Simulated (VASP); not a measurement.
# ZnO (P6_3mc) in VASP: single point with LDA

Aim: the single point of ZnO with LDA.

Program: VASP 6.6.1. These are calculated values, not measurements. Logs are shortened: lines on timing, memory, paths and dates and some standing lists are left out, and cuts for length are marked.

**The experiment to reproduce.**

“Electronic structure of alkaline earth and post-transition metal oxides”, 2009, arxiv:0908.1581 quotes, for a bulk crystal of ZnO: band gap 3.37 eV.

The results are compared with them further down.

### 1 The cell of the first run

The structure is hexagonal, space group P6_3mc (No. 186). Conventional cell: a = 3.187 Å, b = 3.187 Å, c = 5.153 Å, α = 90.00°, β = 90.00°, γ = 120.00°. Within 2.6 Å of Zn (site symmetry 3m) lie 4 O at 1.94 to 1.95 Å. Within 2.6 Å of O (site symmetry 3m) lie 4 Zn at 1.94 to 1.95 Å.

### 2 Single point, LDA

Input file INCAR:

```
PREC = Accurate
ENCUT = 910
EDIFF = 1E-6
ISMEAR = 0
SIGMA = 0.05
LREAL = F
LASPH = T
NELM = 120
ALGO = Normal
ISIF = 2
LWAVE = F
LCHARG = F
GGA = CA
NBANDS = 26
GGA_COMPAT = F
```

Input file KPOINTS:

```
regular mesh
0
Gamma
  12 12 6
```

Input file POSCAR:

```
ZnO
1.0
    3.1871780739      0.0000000000      0.0000000000
   -1.5935890369      2.7601771784      0.0000000000
    0.0000000000      0.0000000000      5.1531926628
Zn O
2 2
Direct
    0.3333333333      0.6666666667      0.0018514197
    0.6666666667      0.3333333333      0.5018514197
    0.3333333333      0.6666666667      0.3802485803
    0.6666666667      0.3333333333      0.8802485803
```

Potentials or basis: VASP PAW LDA potentials, release 64 (Zn, O_h).

Started as:

```
$ cat potpaw_LDA.64/Zn/POTCAR potpaw_LDA.64/O_h/POTCAR > POTCAR
$ mpirun -np 1 vasp_std > vasp.out
```

OUTCAR:

```text
PREC = Accurate
   ENCUT = 910
   EDIFF = 1E-6
   ISMEAR = 0
   LREAL = F
   LASPH = T
   NELM = 120
   ISIF = 2
   GGA = CA

 ion  position               nearest neighbor table
   1  0.333  0.667  0.002-   4 1.94   4 1.94   4 1.94   3 1.95
   2  0.667  0.333  0.502-   3 1.94   3 1.94   3 1.94   4 1.95
   3  0.333  0.667  0.380-   2 1.94   2 1.94   2 1.94   1 1.95
   4  0.667  0.333  0.880-   1 1.94   1 1.94   1 1.94   2 1.95

  LATTYP: Found a hexagonal cell.
 ALAT       =     3.1871780739
 C/A-ratio  =     1.6168511904

  Lattice vectors:

 A1 = (   3.1871780739,   0.0000000000,   0.0000000000)
 A2 = (  -1.5935890369,   2.7601771784,   0.0000000000)
 A3 = (   0.0000000000,   0.0000000000,   5.1531926628)

Analysis of symmetry for initial positions (statically):
=====================================================================
 Subroutine PRICEL returns:
 Original cell was already a primitive cell.

 Routine SETGRP: Setting up the symmetry group for a
 hexagonal supercell.

 Subroutine GETGRP returns: Found 12 space group operations
 (whereof  6 operations were pure point group operations)
 out of a pool of 24 trial point group operations.

The static configuration has the point symmetry C_3v.
 The point group associated with its full space group is C_6v.

Analysis of symmetry for dynamics (positions and initial velocities):
=====================================================================
 Subroutine PRICEL returns:
 Original cell was already a primitive cell.

 Routine SETGRP: Setting up the symmetry group for a
 hexagonal supercell.

 Subroutine GETGRP returns: Found 12 space group operations
 (whereof  6 operations were pure point group operations)
 out of a pool of 24 trial point group operations.

The dynamic configuration has the point symmetry C_3v.
 The point group associated with its full space group is C_6v.

 Subroutine INISYM returns: Found 12 space group operations
 (whereof  6 operations are pure point group operations),
 and found     1 'primitive' translations

----------------------------------------------------------------------------------------

                                     Primitive cell

  volume of cell :      45.3335

  direct lattice vectors                    reciprocal lattice vectors
     3.187178074  0.000000000  0.000000000     0.313757179  0.181147791  0.000000000
    -1.593589037  2.760177178  0.000000000     0.000000000  0.362295583  0.000000000
     0.000000000  0.000000000  5.153192663     0.000000000  0.000000000  0.194054456

[... 88 lines left out ...]
   LREAL  =      F    real-space projection
   EDIFFG = 0.1E-04   stopping-criterion for IOM
   NSW    =      0    number of steps for IOM
   IBRION =     -1    ionic relax: 0-MD 1-quasi-New 2-CG
   NFREE  =      0    steps in history (QN), initial steepest desc. (CG)
   ISIF   =      2    stress and relaxation
   ISYM   =      2    0-nonsym 1-usesym 2-fastsym
   POTIM  = 0.5000    time-step for ionic-motion
   TEBEG  =    0.0;   TEEND  =   0.0 temperature during run
   PSTRESS=    0.0 pullay stress
   NELECT =      36.0000    total number of electrons
   NUPDOWN=      -1.0000    fix difference up-down
   EMIN   =  10.00;   EMAX   =-10.00  energy-range for DOS
   EFERMI =   0.00;   METHOD = LEGACY
   ISMEAR =     0;   SIGMA  =   0.05  broadening in eV -4-tet -1-fermi 0-gaus
   EFERMI_NEDOS =   21; number of points for ismear=-14 and -15
   IALGO  =     38    algorithm
   IMIX   =      4    mixing-type and parameters
     AMIX     =   0.40;   BMIX     =  1.00
     AMIX_MAG =   1.60;   BMIX_MAG =  1.00
  volume/ion in A,a.u.               =      11.33        76.48
  Fermi-wavevector in a.u.,A,eV,Ry     =   1.516011  2.864846 31.270138  2.298290
  Thomas-Fermi vector in A             =   2.625458
   LORBIT       =      0    0 simple, 1 ext, 2 COOP (PROOUT), +10 PAW based schemes
   GGA     = CA    functional components
   LHFCALC =     F    Hartree Fock is set to
   AEXX    =    0.0000 exact exchange contribution
   IVDW    =     0    specifies the selected vdW correction
   LEPSILON=     F    determine dielectric tensor
   LRPA    =     F    only Hartree local field effects (RPA)
 non-spin polarized calculation
 Gauss-broadening in eV      SIGMA  =   0.05
  energy-cutoff  :      910.00
  volume of cell :       45.33
 maximum number of plane-waves:      2850
 NGX is ok and might be reduce to    32
   NGX = 15   NGY = 15   NGZ = 25

 number of electron      36.0000000 magnetization

 Free energy of the ion-electron system (eV)
  ---------------------------------------------------
  ext. energy  EPLUGINS =         0.00000000
  ---------------------------------------------------
  free energy    TOTEN  =       -21.17276750 eV

  energy without entropy =      -21.17276750  energy(sigma->0) =      -21.17276750

 E-fermi :   1.9445     XC(G=0): -11.7291

 val. band max:        1.6904535962   @ k =   0.0000   0.0000   0.0000
 cond. band min:       2.5011723399   @ k =   0.0000   0.0000   0.0000
 fundamental gap:      0.8107187437
 Fermi energy:         1.9445455700

 k-point     1 :       0.0000    0.0000    0.0000
  band No.  band energies     occupation
      1     -16.5310      2.00000
      2     -15.6889      2.00000
      3      -4.4316      2.00000
      4      -4.3395      2.00000
      5      -4.3395      2.00000
      6      -4.3016      2.00000
[... 685 lines left out ...]
     25      15.2053      0.00000
     26      15.8828      0.00000

 [... further k-points ...]

------------------------ aborting loop because EDIFF is reached ----------------------------------------

  FORCE on cell =-STRESS in cart. coord.  units (eV):
  Direction    XX          YY          ZZ          XY          YZ          ZX
  --------------------------------------------------------------------------------------
  -------------------------------------------------------------------------------------
  Total        0.2722278      0.2722278      0.2689860      0.0000000      0.0000000      0.0000000
  in kB        9.6210698      9.6210698      9.5064989      0.0000000      0.0000000      0.0000000
  external PRESSURE =       9.5828795 kB  Pullay stress =       0.0000000 kB

 VOLUME and BASIS-vectors are now :
 -----------------------------------------------------------------------------
  energy-cutoff  :      910.00
  volume of cell :       45.33
      direct lattice vectors                 reciprocal lattice vectors
     3.187178074  0.000000000  0.000000000     0.313757179  0.181147791  0.000000000
    -1.593589037  2.760177178  0.000000000     0.000000000  0.362295583  0.000000000
     0.000000000  0.000000000  5.153192663     0.000000000  0.000000000  0.194054456

 POSITION                                       TOTAL-FORCE (eV/Angst)
 -----------------------------------------------------------------------------------
     -0.00000      1.84012      0.00954         0.000000      0.000000      0.001370
      1.59359      0.92006      2.58614        -0.000000      0.000000      0.001370
     -0.00000      1.84012      1.95949         0.000000      0.000000     -0.001370
      1.59359      0.92006      4.53609        -0.000000      0.000000     -0.001370
 -----------------------------------------------------------------------------------
    total drift:                               -0.000000     -0.000000     -0.000377

  FREE ENERGIE OF THE ION-ELECTRON SYSTEM (eV)
  ---------------------------------------------------
  free  energy   TOTEN  =       -21.1727674988 eV

  energy  without entropy=      -21.1727674988  energy(sigma->0) =      -21.17276750
```

stdout:

```text
POSCAR found type information on POSCAR ZnO
 POSCAR found :  2 types and       4 ions
 scaLAPACK will be used
 LDA part: xc-table for (Slater(with rela. corr.)+CA(PZ))
 , standard interpolation
 POSCAR, INCAR and KPOINTS ok, starting setup
 FFT: planning ... GRIDC
 FFT: planning ... GRID_SOFT
 FFT: planning ... GRID
 WAVECAR not read
 entering main loop
```

Wall time 2.3 min (1 thread of Intel Xeon Platinum 8488C (Sapphire Rapids), shared host); peak memory 0.3 GiB.

Results:

```yaml
Free_energy: -21.1728 eV
Pressure: 1.0 GPa
Band_gap_on_the_k_mesh: 0.81 eV
```

Caveat: the cutoff is under 1.25 times the usual one of these potentials, so pressure, stress and relaxed cells hold a basis-set (Pulay) error.

### 3 How close it comes

Step 2. Measured gap of ZnO: 3.37 eV (quoted in “Electronic structure of alkaline earth and post-transition metal oxides”, 2009, arxiv:0908.1581). This calculation gives 0.81 eV (-2.56 eV). So large a miss can be the level of theory's own, or it may mean another phase, state or a wrong row. The value is that of LDA, without temperature or zero-point motion. Semilocal functionals fall short of measured gaps as a rule.
